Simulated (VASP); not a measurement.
# BN (P6_3/mmc) in VASP: a series of runs, part 2 of 2

VASP 6.6.1. The steps go on from the part before.

### 4 Single point, PBEsol (equal xx and yy strain of -3 %)

INCAR

```
  PREC = Accurate
  ENCUT = 520
  EDIFF = 1E-6
  ISMEAR = -1
  SIGMA = 0.02
  LREAL = False
  LASPH = True
  NELM = 80
  ALGO = Normal
  ISIF = 2
  LWAVE = False
  LCHARG = False
  GGA = PS
  NBANDS = 16
```

KPOINTS

```
Automatic mesh
0
Gamma
  11 11 4
```

POSCAR

```
BN
1.0
    2.4288719532      0.0000000000      0.0000000000
   -1.2144359766      2.1034648140      0.0000000000
    0.0000000000      0.0000000000      6.6612000000
B N
2 2
Direct
    0.3333333333      0.6666666667      0.2500000000
    0.6666666667      0.3333333333      0.7500000000
    0.3333333333      0.6666666667      0.7500000000
    0.6666666667      0.3333333333      0.2500000000
```

Potentials or basis: VASP PAW PBE potentials, release 64 (B, N).

Command:

```sh
$ cat potpaw_PBE.64/B/POTCAR potpaw_PBE.64/N/POTCAR > POTCAR
$ mpirun -np 1 vasp_std > vasp.out
```

OUTCAR:

```text
PREC = Accurate
   ENCUT = 520
   EDIFF = 1E-6
   ISMEAR = -1
   LREAL = False
   LASPH = True
   NELM = 80
   ISIF = 2
   GGA = PS

 ion  position               nearest neighbor table
   1  0.333  0.667  0.250-   4 1.40   4 1.40   4 1.40
   2  0.667  0.333  0.750-   3 1.40   3 1.40   3 1.40
   3  0.333  0.667  0.750-   2 1.40   2 1.40   2 1.40
   4  0.667  0.333  0.250-   1 1.40   1 1.40   1 1.40

  LATTYP: Found a hexagonal cell.
 ALAT       =     2.4288719532
[... 639 lines left out ...]
      6      -0.9587      2.00000
[... 8 lines left out ...]
     15      18.3777      0.00000
     16      18.6195      0.00000

 [... further k-points ...]
[... 5 lines left out ...]
  --------------------------------------------------------------------------------------
  -------------------------------------------------------------------------------------
  Total        8.1421549      8.1421549      0.1746516      0.0000000     -0.0000000      0.0000000
  in kB      383.3165759    383.3165759      8.2222518      0.0000000     -0.0000000      0.0000000
  external PRESSURE =     258.2851345 kB  Pullay stress =       0.0000000 kB

 VOLUME and BASIS-vectors are now :
 -----------------------------------------------------------------------------
  energy-cutoff  :      520.00
  volume of cell :       34.03
      direct lattice vectors                 reciprocal lattice vectors
     2.428871953  0.000000000  0.000000000     0.411713758  0.237703049  0.000000000
    -1.214435977  2.103464814  0.000000000     0.000000000  0.475406098  0.000000000
     0.000000000  0.000000000  6.661200000     0.000000000  0.000000000  0.150123101

 POSITION                                       TOTAL-FORCE (eV/Angst)
 -----------------------------------------------------------------------------------
     -0.00000      1.40231      1.66530         0.000000     -0.000000      0.000000
      1.21444      0.70115      4.99590        -0.000000      0.000000      0.000000
     -0.00000      1.40231      4.99590        -0.000000      0.000000      0.000000
      1.21444      0.70115      1.66530        -0.000000     -0.000000      0.000000
 -----------------------------------------------------------------------------------
    total drift:                               -0.000000      0.000000      0.000000

  FREE ENERGIE OF THE ION-ELECTRON SYSTEM (eV)
  ---------------------------------------------------
  free  energy   TOTEN  =       -36.3162166441 eV

  energy  without entropy=      -36.3162166441  energy(sigma->0) =      -36.31621664
```

Wall time 25 s (1 thread of Intel Xeon 8259CL, shared host); peak memory 0.15 GiB.

What came out:

| Property | Result |
| --- | --- |
| Free energy | -36.3162 eV |
| Pressure | 25.8 GPa |
| Band gap on the k mesh | 4.39 eV, indirect (least direct gap 4.83 eV) |

Stress tensor (GPa, compression positive):
```
38.33  0.00  0.00
 0.00 38.33  0.00
 0.00  0.00  0.82
```

Caveat: the cell differs from its parent crystal (equal xx and yy strain of -3 %); the PAW data sets were made with another functional, which shifts forces and pressure a little; this functional lacks dispersion, which binds the layers, so the pressure and a relaxed spacing across them are unreliable. A k mesh can miss the band edges.

### 5 Single point, PBEsol (zz strain of -3 %)

INCAR

```
SYSTEM = BN
PREC = Accurate ; ENCUT = 520
EDIFF = 1E-7 ; ISMEAR = -1
SIGMA = 0.02 ; LREAL = .False.
LASPH = .True. ; NELM = 60
ALGO = Normal ; ISIF = 2
LWAVE = .False. ; LCHARG = .True.
GGA = PS ; LELF = .True.
LVHAR = .True. ; NBANDS = 16
```

KPOINTS

```
Automatic mesh
0
Gamma
  11 11 4
  0 0 0
```

POSCAR

```
BN
1.0
    2.5039917043      0.0000000000      0.0000000000
   -1.2519958522      2.1685204268      0.0000000000
    0.0000000000      0.0000000000      6.4613640000
B N
2 2
Direct
    0.3333333333      0.6666666667      0.2500000000
    0.6666666667      0.3333333333      0.7500000000
    0.3333333333      0.6666666667      0.7500000000
    0.6666666667      0.3333333333      0.2500000000
```

Potentials or basis: VASP PAW PBE potentials, release 64 (B, N).

Command:

```sh
$ cat potpaw_PBE.64/B/POTCAR potpaw_PBE.64/N/POTCAR > POTCAR
$ mpirun -np 1 vasp_std > vasp.out
```

OUTCAR:

```text
SYSTEM = BN
   PREC = Accurate
   ENCUT = 520
   EDIFF = 1E-7
   ISMEAR = -1
   LREAL = .False.
   LASPH = .True.
   NELM = 60
   ISIF = 2
   GGA = PS

 ion  position               nearest neighbor table
   1  0.333  0.667  0.250-   4 1.45   4 1.45   4 1.45
   2  0.667  0.333  0.750-   3 1.45   3 1.45   3 1.45
   3  0.333  0.667  0.750-   2 1.45   2 1.45   2 1.45
   4  0.667  0.333  0.250-   1 1.45   1 1.45   1 1.45

  LATTYP: Found a hexagonal cell.
 ALAT       =     2.5039917043
 C/A-ratio  =     2.5804254818

  Lattice vectors:

 A1 = (   2.5039917043,   0.0000000000,   0.0000000000)
 A2 = (  -1.2519958522,   2.1685204268,   0.0000000000)
 A3 = (   0.0000000000,   0.0000000000,   6.4613640000)

Analysis of symmetry for initial positions (statically):
=====================================================================
 Subroutine PRICEL returns:
 Original cell was already a primitive cell.

 Routine SETGRP: Setting up the symmetry group for a
 hexagonal supercell.

 Subroutine GETGRP returns: Found 24 space group operations
[... 166 lines left out ...]
  ---------------------------------------------------
  free energy    TOTEN  =       -36.55749505 eV

  energy without entropy =      -36.55749505  energy(sigma->0) =      -36.55749505

 E-fermi :   2.9468     XC(G=0): -10.4861

 val. band max:        2.4434569798   @ k =   0.3636   0.2727   0.0000
 cond. band min:       6.6326146737   @ k =   0.4545   0.0909   0.0000
 fundamental gap:      4.1891576939
 Fermi energy:         2.9468004869

 k-point     1 :       0.0000    0.0000    0.0000
  band No.  band energies     occupation
      1     -15.3816      2.00000
      2     -15.0086      2.00000
      3      -4.0104      2.00000
      4      -1.5282      2.00000
      5       1.1044      2.00000
      6       1.1044      2.00000
[... 433 lines left out ...]
      3      -2.3665      2.00000
      4      -2.2487      2.00000
      5      -2.1037      2.00000
      6      -0.7209      2.00000
[... 8 lines left out ...]
     15      17.3385      0.00000
     16      17.4912      0.00000

 [... further k-points ...]
[... 5 lines left out ...]
  --------------------------------------------------------------------------------------
  -------------------------------------------------------------------------------------
  Total        0.1869565      0.1869565      0.3343126     -0.0000000      0.0000000      0.0000000
  in kB        8.5374953      8.5374953     15.2666120     -0.0000000      0.0000000      0.0000000
  external PRESSURE =      10.7805342 kB  Pullay stress =       0.0000000 kB

 VOLUME and BASIS-vectors are now :
 -----------------------------------------------------------------------------
  energy-cutoff  :      520.00
  volume of cell :       35.08
      direct lattice vectors                 reciprocal lattice vectors
     2.503991704  0.000000000  0.000000000     0.399362345  0.230571958  0.000000000
    -1.251995852  2.168520427  0.000000000     0.000000000  0.461143915  0.000000000
     0.000000000  0.000000000  6.461364000     0.000000000  0.000000000  0.154766083

 POSITION                                       TOTAL-FORCE (eV/Angst)
 -----------------------------------------------------------------------------------
     -0.00000      1.44568      1.61534         0.000000     -0.000000      0.000000
      1.25200      0.72284      4.84602        -0.000000      0.000000      0.000000
     -0.00000      1.44568      4.84602         0.000000      0.000000      0.000000
      1.25200      0.72284      1.61534        -0.000000     -0.000000      0.000000
 -----------------------------------------------------------------------------------
    total drift:                                0.000000     -0.000000      0.000000

  FREE ENERGIE OF THE ION-ELECTRON SYSTEM (eV)
  ---------------------------------------------------
  free  energy   TOTEN  =       -36.5574950514 eV

  energy  without entropy=      -36.5574950514  energy(sigma->0) =      -36.55749505
```

Run time: 23 s. Hardware: 1 thread of Intel Xeon 8259CL, shared host; peak memory 0.15 GiB.

What came out:

| Property | Result |
| --- | --- |
| Free energy | -36.5575 eV |
| Pressure | 1.1 GPa |
| Band gap on the k mesh | 4.19 eV, indirect (least direct gap 4.50 eV) |

Caveat: the cell differs from its parent crystal (zz strain of -3 %); the PAW data sets were made with another functional, which shifts forces and pressure a little; this functional lacks dispersion, which binds the layers, so the pressure and a relaxed spacing across them are unreliable. A k mesh can miss the band edges.

### 6 The runs side by side

| cell | gap on the mesh (eV) | pressure (GPa) |
| --- | --- | --- |
| a = 2.529, b = 2.529, c = 6.661 Å, angles 90.0, 90.0, 120.0°, 4 atoms | 4.18 | -6.2 |
| a = 2.579, b = 2.579, c = 6.661 Å, angles 90.0, 90.0, 120.0°, 4 atoms | 4.08 | -18.1 |
| a = 2.429, b = 2.429, c = 6.661 Å, angles 90.0, 90.0, 120.0°, 4 atoms | 4.39 | 25.8 |
| a = 2.504, b = 2.504, c = 6.461 Å, angles 90.0, 90.0, 120.0°, 4 atoms | 4.19 | 1.1 |

Alike in all rows: task single point; level PBEsol; potentials or basis VASP PAW PBE potentials, release 64 (B, N); no spin polarisation; k mesh 11 × 11 × 4; cutoff (eV) 520; smearing fermi-dirac 0.02 eV.

Caveats: the PAW data sets were made with another functional, which shifts forces and pressure a little; this functional lacks dispersion, which binds the layers, so the pressure and a relaxed spacing across them are unreliable.

Absolute energies hang on the potentials; compare differences alone.
